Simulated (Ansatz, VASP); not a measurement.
La2HfO2: VASP beside Ansatz

```xyz
5
Lattice="3.9651 0.0000 0.0000 -1.9826 3.4339 0.0000 0.0000 0.0000 9.1919" Properties=species:S:1:pos:R:3 pbc="T T T"
La    0.0000    0.0000    6.4651
La    0.0000    0.0000    2.7268
Hf    0.0000    2.2893    0.0000
O     0.0000    2.2893    7.1177
O     0.0000    2.2893    2.0743
```

Alike in both runs: functional PBE; k mesh 6 × 6 × 2; occupations gaussian, width 0.1 eV; no spin polarisation.

Ansatz relaxed the structure, and its values are those at the end. VASP's run is a single point on that final structure, the one shown.

|  | VASP | Ansatz |
| --- | --- | --- |
| version | VASP 6.6.1 | Ansatz 0.2.0 |
| potentials or method | VASP PAW PBE potentials, release 64 (La, Hf_pv, O), cutoff 520 eV | scalar-relativistic, plane waves, PAW |
| valence electrons in the cell | 44 | 60 |

```csv
,VASP,Ansatz,Ansatz less VASP
gap on the k mesh at the Fermi level (eV),none,none,-
pressure (GPa),-0.4,0.0,+0.39
rms of the force components (eV/Å),0.040,0.001,-0.0384
```

A gap of «none» marks a metal or a gap that the smearing closes. The functional is the same, so the differences come from potentials, cutoffs and numerics. VASP's potentials hold 44 valence electrons a cell and Ansatz's 60, so a difference there can come from the potentials and not from the codes.

Neither program's run includes spin-orbit coupling.
